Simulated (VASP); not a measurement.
## Si2Sn: single point with PBE

Crystal: Si2Sn.

```
Si Sn
1.0
     3.84561    0.00000    0.00000
    -1.92281    3.33040    0.00000
     0.00000    0.00000    4.86162
Si Sn
2 1
Direct
  0.33333 0.66667 0.40215
  0.66667 0.33333 0.59785
  0.00000 0.00000 0.00000
```

| Property | Result |
| --- | --- |
| Program | VASP 6.6.1 |
| Task | single point |
| Functional | PBE |
| Potentials or basis | VASP PAW PBE potentials, release 64 (Si, Sn_d) |
| Cutoff | 500 eV |
| k mesh | 6 × 6 × 4 |
| Occupations | gaussian, width 0.1 eV |
| Spin | no spin polarisation |
| Dipole correction | no |
| Further INCAR settings | ALGO = Normal; EDIFF = 1e-06; NBANDS = 18 |

* Pressure: -0.3 GPa
* Largest force: 0.044 eV/Å
* Band gap on the k mesh: zero (bands 11 and 12 overlap by 2.87 eV)

Forces on the atoms (eV/Å):
```
Si   0.000  0.000 -0.044
Si   0.000  0.000  0.044
Sn   0.000  0.000  0.000
```

Stress tensor (GPa, compression positive):
```
 0.00  0.00  0.00
 0.00  0.00  0.00
 0.00  0.00 -0.78
```

Levels at points of the mesh, in eV from the Fermi level:
| k point | band 8 | band 9 | band 10 | band 11 | band 12 | band 13 | band 14 | band 15 |
| --- | --- | --- | --- | --- | --- | --- | --- | --- |
| (0.00, 0.00, 0.00) | -5.55 | -0.84 | -0.84 | 0.97 | 0.97 | 1.71 | 3.81 | 6.51 |
| (0.50, 0.00, 0.00) | -4.30 | -2.98 | -2.53 | -2.22 | -1.46 | 1.34 | 3.16 | 4.39 |
| (0.00, 0.00, 0.50) | -0.77 | -0.77 | 0.39 | 0.89 | 2.44 | 2.44 | 2.53 | 2.96 |
| (0.50, 0.00, 0.50) | -7.11 | -5.33 | -2.32 | -0.44 | 0.29 | 0.70 | 4.51 | 5.81 |

Run time: 15 s on 1 thread of AMD EPYC 9R45 96-Core Processor (Zen 5) (shared host), peak memory 0.15 GiB.

Caveat: spin-orbit coupling is left out, which moves the levels of the heavy elements.
